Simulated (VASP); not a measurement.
Runs of VASP 6.6.1 on Pd. The structure is that of space group Fm-3m (No. 225), or close to it. The cells are those of the table. 

```csv
cell,gap on the mesh (eV),pressure (GPa)
"a = 2.697 Å, angles 60.0°, 1 atom",none,(b)
"a = 2.734 Å, angles 60.0°, 1 atom",none,0.8
"a = 2.789 Å, angles 60.0°, 1 atom",none,(a)
"a = 2.807 Å, angles 60.0°, 1 atom",none,-12.6
"a = 2.753 Å, angles 60.0°, 1 atom",none,-3.2
"a = 2.771 Å, angles 60.0°, 1 atom",none,-6.8
"a = 2.716 Å, angles 60.0°, 1 atom",none,5.4
```

Alike in all rows: task single point; level PBEsol; potentials or basis VASP PAW PBE potentials, release 64 (Pd); no spin polarisation; k mesh 10 × 10 × 10; cutoff (eV) 520; smearing methfessel-paxton 0.15 eV.

**Question.** Estimate the missing entries.

**Answer.** (a) -9.9; (b) 10.6.

Caveats: the PAW data sets were made with another functional, which shifts forces and pressure a little.

A k mesh can miss the band edges, and the runs leave out spin-orbit coupling on Pd.

A gap of «none» marks levels without a gap at the run's occupations.
